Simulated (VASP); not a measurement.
# ZnCu: single point with PBE

Crystal: ZnCu.

```
CELL_PARAMETERS angstrom
2.94500 0.00000 0.00000
0.00000 2.94500 0.00000
0.00000 0.00000 2.94500
ATOMIC_POSITIONS crystal
Zn 0.50000 0.50000 0.50000
Cu 0.00000 0.00000 0.00000
```

```yaml
Program: VASP 6.6.1
Task: single point
Functional: PBE
Potentials_or_basis: VASP PAW PBE potentials, release 64 (Zn, Cu)
Cutoff: 520 eV
k_mesh: 12 × 12 × 12
Occupations: gaussian, width 0.05 eV
Spin: no spin polarisation
```

- Pressure: 3.3 GPa
- Band gap on the k mesh: zero (an odd number of electrons rules out a gap without spin polarisation)

Levels at points of the mesh, in eV from the Fermi level:
| k point | band 9 | band 10 | band 11 | band 12 | band 13 | band 14 |
| --- | --- | --- | --- | --- | --- | --- |
| (0.00, 0.00, 0.00) | -2.65 | -2.65 | -2.65 | 6.32 | 6.32 | 6.32 |
| (0.50, 0.00, 0.00) | -3.19 | -3.19 | -2.72 | -1.92 | 11.80 | 11.80 |
| (0.50, 0.50, 0.00) | -2.80 | -2.41 | -1.80 | -1.80 | 1.84 | 2.19 |
| (0.50, 0.50, 0.50) | -2.39 | -2.39 | 3.94 | 4.43 | 4.43 | 4.43 |

Wall time 52 s on 1 thread of AMD EPYC 7R13 Processor (Zen 3), on a shared host, peak memory 0.13 GiB.

Caveat: the cell stands under pressure.
